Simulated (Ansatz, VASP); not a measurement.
## SrO in VASP and in Ansatz

```xyz
2
Lattice="3.1029 0.0000 0.0000 0.0000 3.1029 0.0000 0.0000 0.0000 3.1029" Properties=species:S:1:pos:R:3 pbc="T T T"
Sr    0.0000    0.0000    0.0000
O     1.5514    1.5514    1.5514
```

Alike in both runs: task single point; functional PBE; k mesh 6 × 6 × 6; no spin polarisation.

|  | VASP | Ansatz |
| --- | --- | --- |
| version | VASP 6.6.1 | Ansatz 0.2.0 |
| potentials or method | VASP PAW PBE potentials, release 64 (Sr_sv, O) | plane waves |
| plane-wave cutoff (eV) | 520 | 420 |
| occupations | gaussian, width 0.01 eV | fixed |
| valence electrons in the cell | 16 | 16 |

Ansatz gave:

* gap on the k mesh at the Fermi level (eV): 2.80
* pressure (GPa): 2.8

**Question.** Estimate VASP's values.

**Answer.** gap on the k mesh at the Fermi level (eV): 2.75; pressure (GPa): 3.6.
